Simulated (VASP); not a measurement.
Here is a VASP 6.6.1 calculation.

File POSCAR:

```
ZrO2
1.0
    0.0000000000      2.5350000000      2.5350000000
    2.5350000000      0.0000000000      2.5350000000
    2.5350000000      2.5350000000      0.0000000000
Zr O
1 2
Direct
    0.0000000000      0.0000000000      0.0000000000
    0.2500000000      0.2500000000      0.2500000000
    0.7500000000      0.7500000000      0.7500000000
```

Contents of INCAR.step1:

```
  PREC = Accurate
  ENCUT = 660
  ISMEAR = 0
  SIGMA = 0.01
  LREAL = False
  LASPH = True
  NELM = 120
  NBANDS = 19
  GGA = PE
  ALGO = Normal
  EDIFF = 1E-5
  LWAVE = True
  LCHARG = False
  GGA_COMPAT = False
```

File INCAR.step2:

```
  PREC = Accurate
  ENCUT = 660
  EDIFF = 1E-6
  ISMEAR = 0
  SIGMA = 0.01
  LREAL = False
  LASPH = True
  NELM = 120
  ALGO = Normal
  ISIF = 2
  LWAVE = False
  LCHARG = False
  METAGGA = R2SCAN
  LMIXTAU = True
  NBANDS = 19
  ISTART = 1
  GGA_COMPAT = False
```

Contents of KPOINTS:

```
Automatic mesh
0
Gamma
  6 6 6
```

Potentials or basis: VASP PAW PBE potentials, release 64 (Zr_sv, O).

Run with:

```sh
$ cat potpaw_PBE.64/Zr_sv/POTCAR potpaw_PBE.64/O/POTCAR > POTCAR
$ cp INCAR.step1 INCAR
$ mpirun -np 1 vasp_std > vasp.out
$ cp INCAR.step2 INCAR
$ mpirun -np 1 vasp_std > vasp.out
```

Estimate the band gap on the k mesh.

3.91 eV (least direct gap 4.32 eV).

Predict the pressure.

3.0 GPa.

Caveat: the cell stands under pressure; the PAW data sets were made with another functional, which shifts forces and pressure a little. A k mesh can miss the band edges.
